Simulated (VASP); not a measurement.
A run of VASP 6.6.1 is set up as follows.

The input POSCAR:

```
Li2S
1.0
    0.0000000000      2.6816899481      2.6816899481
    2.6816899481      0.0000000000      2.6816899481
    2.6816899481      2.6816899481      0.0000000000
Li S
2 1
Direct
    0.2500000000      0.2500000000      0.2500000000
    0.7500000000      0.7500000000      0.7500000000
    0.0000000000      0.0000000000      0.0000000000
```

INCAR.step1

```
PREC = Accurate
ENCUT = 830
ISMEAR = 0
SIGMA = 0.01
LREAL = False
LASPH = True
NELM = 120
NBANDS = 13
GGA = PE
ALGO = Normal
EDIFF = 1E-5
LWAVE = True
LCHARG = False
GGA_COMPAT = False
```

Contents of INCAR.step2:

```
PREC = Accurate
ENCUT = 830
EDIFF = 1E-6
ISMEAR = 0
SIGMA = 0.01
LREAL = False
LASPH = True
NELM = 120
ALGO = Normal
ISIF = 2
LWAVE = False
LCHARG = False
METAGGA = R2SCAN
LMIXTAU = True
NBANDS = 13
ISTART = 1
GGA_COMPAT = False
```

File KPOINTS:

```
Automatic mesh
0
Gamma
  8 8 8
```

Potentials or basis: VASP PAW PBE potentials, release 64 (Li_sv, S).

Run with:

```sh
$ cat potpaw_PBE.64/Li_sv/POTCAR potpaw_PBE.64/S/POTCAR > POTCAR
$ cp INCAR.step1 INCAR
$ mpirun -np 1 vasp_std > vasp.out
$ cp INCAR.step2 INCAR
$ mpirun -np 1 vasp_std > vasp.out
```

(1) What does it give for the band gap on the k mesh?

(2) Estimate the pressure.

## Answers

(1) 3.70 eV (least direct gap 5.54 eV).

(2) 10.0 GPa.

Caveat: the cell differs from its parent crystal (strain -5.8%); the cell stands under pressure; the PAW data sets were made with another functional, which shifts forces and pressure a little.
